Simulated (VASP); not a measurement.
# SiC3 (P4/mmm) in VASP: single point with PBE

Aim: the single point of SiC3 with PBE.

Everything below comes from runs of VASP 6.6.1. Logs are shortened: lines on timing, memory, paths and dates and some standing lists are left out, and cuts for length are marked.

### 1 The cell of the first run

The structure is tetragonal, space group P4/mmm (No. 123). The conventional cell has a = 3.576 Å, b = 3.576 Å, c = 3.404 Å, α = 90.00°, β = 90.00°, γ = 90.00°. Within 2.3 Å of Si (site symmetry 4/mmm) lie 2 C at 1.70 Å. C (site symmetry 4mm) has 1 C at 1.35 Å within 1.8 Å. C (site symmetry 4/mmm) has 2 Si at 1.70 Å within 2.3 Å.

### 2 Single point, PBE, collinear spin

Input file INCAR:

```
SYSTEM = SiC3
PREC = Accurate ; ENCUT = 1300
EDIFF = 1E-6 ; ISMEAR = 0
SIGMA = 0.1 ; LREAL = .FALSE.
LASPH = .TRUE. ; NELM = 200
ALGO = Normal ; ISIF = 2
LWAVE = .FALSE. ; LCHARG = .FALSE.
ISPIN = 2 ; MAGMOM = 0 1 1 1
LORBIT = 11 ; GGA = PE
NBANDS = 20 ; GGA_COMPAT = .FALSE.
```

Input file KPOINTS:

```
regular mesh
0
G
  6 6 6
  0 0 0
```

Input file POSCAR:

```
SiC3
1.0
    3.5756617821      0.0000000000      0.0000000000
    0.0000000000      3.5756617821      0.0000000000
    0.0000000000      0.0000000000      3.4043554892
Si C
1 3
Direct
    0.0000000000      0.0000000000      0.0000000000
    0.5000000000      0.5000000000      0.1987646050
    0.0000000000      0.0000000000      0.5000000000
    0.5000000000      0.5000000000      0.8012353950
```

Potentials or basis: VASP PAW PBE potentials, release 64 (Si, C_h).

Started as:

```sh
> cat potpaw_PBE.64/Si/POTCAR potpaw_PBE.64/C_h/POTCAR > POTCAR
> mpirun -np 1 vasp_std > vasp.out
```

OUTCAR:

```text
SYSTEM = SiC3
   PREC = Accurate
   ENCUT = 1300
   EDIFF = 1E-6
   ISMEAR = 0
   LREAL = .FALSE.
   LASPH = .TRUE.
   NELM = 200
   ISIF = 2
   ISPIN = 2
   LORBIT = 11
   GGA = PE

 ion  position               nearest neighbor table
   1  0.000  0.000  0.000-   3 1.70   3 1.70
   2  0.500  0.500  0.199-   4 1.35
   3  0.000  0.000  0.500-   1 1.70   1 1.70
   4  0.500  0.500  0.801-   2 1.35

  LATTYP: Found a simple tetragonal cell.
 ALAT       =     3.5756617821
 C/A-ratio  =     0.9520910244

  Lattice vectors:

 A1 = (   3.5756617821,   0.0000000000,   0.0000000000)
 A2 = (   0.0000000000,   3.5756617821,   0.0000000000)
 A3 = (   0.0000000000,   0.0000000000,   3.4043554892)

Analysis of symmetry for initial positions (statically):
=====================================================================
 Subroutine PRICEL returns:
 Original cell was already a primitive cell.

 Routine SETGRP: Setting up the symmetry group for a
 simple tetragonal supercell.

 Subroutine GETGRP returns: Found 16 space group operations
 (whereof 16 operations were pure point group operations)
 out of a pool of 16 trial point group operations.

The static configuration has the point symmetry D_4h.

Analysis of symmetry for dynamics (positions and initial velocities):
=====================================================================
 Subroutine PRICEL returns:
 Original cell was already a primitive cell.

 Routine SETGRP: Setting up the symmetry group for a
 simple tetragonal supercell.

 Subroutine GETGRP returns: Found 16 space group operations
 (whereof 16 operations were pure point group operations)
 out of a pool of 16 trial point group operations.

The dynamic configuration has the point symmetry D_4h.

Analysis of structural, dynamic, and magnetic symmetry:
=====================================================================
 Subroutine PRICEL returns:
 Original cell was already a primitive cell.

 Routine SETGRP: Setting up the symmetry group for a
 simple tetragonal supercell.

 Subroutine GETGRP returns: Found 16 space group operations
 (whereof 16 operations were pure point group operations)
 out of a pool of 16 trial point group operations.

The overall configuration has the point symmetry D_4h.

 Subroutine INISYM returns: Found 16 space group operations
 (whereof 16 operations are pure point group operations),
 and found     1 'primitive' translations

[... 127 lines left out ...]
   LEPSILON=     F    determine dielectric tensor
   LRPA    =     F    only Hartree local field effects (RPA)
 spin polarized calculation
 Gauss-broadening in eV      SIGMA  =   0.10
  energy-cutoff  :     1300.00
  volume of cell :       43.53
 maximum number of plane-waves:      4650
   NGX = 21   NGY = 21   NGZ = 21

 number of electron      16.0000000 magnetization      -0.0057962

 number of electron      16.0000000 magnetization       0.0002429

 Free energy of the ion-electron system (eV)
  ---------------------------------------------------
  ext. energy  EPLUGINS =         0.00000000
  ---------------------------------------------------
  free energy    TOTEN  =       -23.25157338 eV

  energy without entropy =      -23.24354366  energy(sigma->0) =      -23.24755852

 E-fermi :   5.9085     XC(G=0): -10.8311

 val. band max:        5.9001099963   @ k =   0.5000   0.0000   0.5000
 cond. band min:       5.9350118690   @ k =   0.1667   0.0000   0.1667
 fundamental gap:      0.0349018728
 Fermi energy:         5.9084844166

 spin component 1

 k-point     1 :       0.0000    0.0000    0.0000
  band No.  band energies     occupation
      1     -10.2526      1.00000
      2      -5.4932      1.00000
      3       0.1652      1.00000
      4       0.8988      1.00000
      5       0.8988      1.00000
      6       1.0387      1.00000
[... 541 lines left out ...]
     19      22.5413      0.00000
     20      22.5661      0.00000

 [... further k-points ...]

 spin component 2

 k-point     1 :       0.0000    0.0000    0.0000
  band No.  band energies     occupation
      1     -10.2525      1.00000
      2      -5.4931      1.00000
      3       0.1653      1.00000
      4       0.8988      1.00000
      5       0.8988      1.00000
      6       1.0391      1.00000
[... 541 lines left out ...]
     19      22.5412      0.00000
     20      22.5663      0.00000

 [... further k-points ...]

------------------------ aborting loop because EDIFF is reached ----------------------------------------

  FORCE on cell =-STRESS in cart. coord.  units (eV):
  Direction    XX          YY          ZZ          XY          YZ          ZX
  --------------------------------------------------------------------------------------
  -------------------------------------------------------------------------------------
  Total        0.0203842      0.0203842     -0.0781401      0.0000000     -0.0000000      0.0000000
  in kB        0.7503359      0.7503359     -2.8763176      0.0000000     -0.0000000      0.0000000
  external PRESSURE =      -0.4585486 kB  Pullay stress =       0.0000000 kB

 VOLUME and BASIS-vectors are now :
 -----------------------------------------------------------------------------
  energy-cutoff  :     1300.00
  volume of cell :       43.53
      direct lattice vectors                 reciprocal lattice vectors
     3.575661782  0.000000000  0.000000000     0.279668509  0.000000000  0.000000000
     0.000000000  3.575661782  0.000000000     0.000000000  0.279668509  0.000000000
     0.000000000  0.000000000  3.404355489     0.000000000  0.000000000  0.293741357

 POSITION                                       TOTAL-FORCE (eV/Angst)
 -----------------------------------------------------------------------------------
      0.00000      0.00000      0.00000         0.000000     -0.000000      0.000000
      1.78783      1.78783      0.67667         0.000000      0.000000     -0.016608
      0.00000      0.00000      1.70218         0.000000     -0.000000      0.000000
      1.78783      1.78783      2.72769         0.000000     -0.000000      0.016608
 -----------------------------------------------------------------------------------
    total drift:                                0.000000     -0.000000     -0.000000

  FREE ENERGIE OF THE ION-ELECTRON SYSTEM (eV)
  ---------------------------------------------------
  free  energy   TOTEN  =       -23.2515733779 eV

  energy  without entropy=      -23.2435436595  energy(sigma->0) =      -23.24755852

 total charge

# of ion       s       p       d       tot
------------------------------------------
    1        0.713   0.887   0.000   1.601
    2        0.561   0.782   0.000   1.343
    3        0.494   0.925   0.000   1.419
    4        0.561   0.782   0.000   1.343
--------------------------------------------------
tot          2.330   3.377   0.000   5.707

 magnetization (x)

# of ion       s       p       d       tot
------------------------------------------
    1       -0.000  -0.000   0.000  -0.000
    2        0.000   0.000   0.000   0.000
    3        0.000   0.000   0.000   0.000
    4        0.000   0.000   0.000   0.000
--------------------------------------------------
tot          0.000   0.000   0.000   0.000
```

OSZICAR:

```text
N       E                     dE             d eps       ncg     rms          rms(c)
DAV:   1     0.614878722957E+02    0.61488E+02   -0.12214E+04  3200   0.143E+03
DAV:   2    -0.185428346957E+02   -0.80031E+02   -0.71442E+02  4184   0.202E+02
DAV:   3    -0.251493848754E+02   -0.66066E+01   -0.63631E+01  3876   0.482E+01
DAV:   4    -0.252347332331E+02   -0.85348E-01   -0.85172E-01  4156   0.588E+00
DAV:   5    -0.252356185173E+02   -0.88528E-03   -0.88518E-03  4012   0.596E-01    0.109E+01
DAV:   6    -0.236394128638E+02    0.15962E+01   -0.50204E+00  3916   0.122E+01    0.497E+00
DAV:   7    -0.232951001124E+02    0.34431E+00   -0.86226E-01  4064   0.652E+00    0.250E+00
DAV:   8    -0.232592992025E+02    0.35801E-01   -0.22000E-01  3904   0.278E+00    0.933E-01
DAV:   9    -0.232518594162E+02    0.74398E-02   -0.19172E-02  3896   0.999E-01    0.318E-01
DAV:  10    -0.232514128923E+02    0.44652E-03   -0.51461E-03  3840   0.470E-01    0.179E-01
DAV:  11    -0.232515465008E+02   -0.13361E-03   -0.52592E-04  4088   0.150E-01    0.102E-01
DAV:  12    -0.232515628667E+02   -0.16366E-04   -0.79848E-05  3904   0.555E-02    0.337E-02
DAV:  13    -0.232515724973E+02   -0.96305E-05   -0.21349E-05  3864   0.284E-02    0.110E-02
DAV:  14    -0.232515733779E+02   -0.88067E-06   -0.20864E-06  3844   0.100E-02
   1 F= -.23251573E+02 E0= -.23247559E+02  d E =-.802972E-02  mag=     0.0002
```

Wall time 4.6 min (1 thread of Intel Xeon Platinum 8259CL at 2.50GHz (Skylake/Cascade Lake), shared host); peak memory 0.41 GiB.

What came out:

```yaml
Free_energy: -23.2516 eV
Pressure: 0.0 GPa
Largest_force: 0.017 eV/Å
Band_gap_on_the_k_mesh: zero (filled and empty bands overlap)
Net_moment: 0.00 μB per cell
Valence_electrons_inside_the_program's_atomic_spheres: Si 1.60; C 1.34, 1.42 (each value once)
```

Forces in eV/Å, atoms in the order of the input:
```
Si   0.000  0.000  0.000
C    0.000  0.000 -0.017
C    0.000  0.000  0.000
C    0.000  0.000  0.017
```

Stress tensor (GPa, compression positive):
```
 0.08  0.00  0.00
 0.00  0.08  0.00
 0.00  0.00 -0.29
```

The gap in the log of VASP goes by the Fermi energy; the results here count the filled bands.